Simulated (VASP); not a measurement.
GaSb3:

```xyz
4
Lattice="3.0733 0.0000 0.0000 0.0000 3.1737 0.0000 0.0000 0.0000 11.4033" Properties=species:S:1:pos:R:3 pbc="T T T"
Ga    0.0000    0.0000    0.0000
Sb    0.0000    1.5868    2.9197
Sb    0.0000    0.0000    5.7017
Sb    0.0000    1.5868    8.4836
```

- Program: VASP 6.6.1
- Task: relaxation of cell and atoms
- Functional: PBE
- Potentials or basis: VASP PAW PBE potentials, release 64 (Ga_d, Sb)
- Cutoff: 600 eV
- k mesh: 6 × 6 × 2
- Occupations: gaussian, width 0.2 eV
- Spin: no spin polarisation

At the start: pressure 0.7 GPa; volume 27.81 Å³/atom.

Problem. Where does the relaxation end?

Solution. Over 13 steps the energy falls by 68.7 meV/atom and the volume is 27.31 Å³/atom (-1.8 %); space group Pmmm (No. 47, to 0.05 Å).

Step by step:
| step | energy change (eV) | largest force (eV/Å) | pressure (GPa) | volume (Å³) |
| --- | --- | --- | --- | --- |
| 1 | 0.0000 | 0.6362 | 0.69 | 111.22 |
| 2 | -0.1016 | 0.4276 | -0.34 | 113.08 |
| 3 | -0.1021 | 0.4125 | -0.39 | 113.19 |
| 4 | -0.1348 | 0.3927 | -0.33 | 112.42 |
| 5 | -0.2157 | 0.3719 | 0.00 | 110.02 |
| 6 | -0.1876 | 0.0562 | 2.16 | 104.85 |
| 7 | -0.2443 | 0.2866 | 0.61 | 107.96 |
| 8 | -0.2639 | 0.1649 | 0.33 | 108.31 |
| 9 | -0.2671 | 0.0965 | 0.20 | 108.51 |
| 10 | -0.2702 | 0.0673 | -0.05 | 108.93 |
| 11 | -0.2719 | 0.0154 | -0.44 | 109.63 |
| 12 | -0.2738 | 0.0072 | -0.34 | 109.44 |
| 13 | -0.2747 | 0.0311 | -0.25 | 109.25 |

Final structure:
```
Ga Sb
1.0
     3.01002    0.00000    0.00000
     0.00000    3.39195    0.00000
     0.00000    0.00000   10.70079
Ga Sb
1 3
Direct
  0.00000 0.00000 0.00000
  0.00000 0.50000 0.23104
  0.00000 0.00000 0.50000
  0.00000 0.50000 0.76896
```

Caveat: the relaxation stopped at a loose force limit of 0.08 eV/Å, so its end isn't a converged minimum.
